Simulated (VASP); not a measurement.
Runs of VASP 6.6.1 on Rh. The structure is that of space group Fm-3m (No. 225), or close to it. The cells are those of the table. 

```csv
cell,further INCAR settings,gap on the mesh (eV),pressure (GPa)
"a = 2.696, b = 2.689 Å, angles 60.1, 59.8, 60.1°, 1 atom",ALGO = Fast; EDIFF = 1e-07; NBANDS = 14,none,(a)
"a = 2.682, b = 2.689 Å, angles 59.9, 60.2, 59.9°, 1 atom",ALGO = Fast; EDIFF = 1e-07; NBANDS = 14,none,-3.8
"a = 2.669, b = 2.689 Å, angles 59.8, 60.5, 59.8°, 1 atom",ALGO = Fast; EDIFF = 1e-06; NBANDS = 14,none,-0.8
"a = 2.703, b = 2.689 Å, angles 60.2, 59.7, 60.2°, 1 atom",ALGO = Fast; EDIFF = 1e-06; NBANDS = 14,none,(b)
"a = 2.716, b = 2.689 Å, angles 60.3, 59.3, 60.3°, 1 atom",ALGO = Fast; EDIFF = 1e-06; NBANDS = 14,none,-10.2
```

Alike in all rows: task single point; level PBEsol; potentials or basis VASP PAW PBE potentials, release 64 (Rh_pv); no spin polarisation; k mesh 22 × 22 × 22; cutoff (eV) 520; smearing gaussian 0.15 eV.

Task: Estimate the missing entries.

Result: (a) -6.5; (b) -7.8.

Caveats: the PAW data sets were made with another functional, which shifts forces and pressure a little; the cell stands under tension (at least some runs).

A k mesh can miss the band edges, and the runs leave out spin-orbit coupling on Rh.

A gap of «none» marks levels without a gap at the run's occupations.
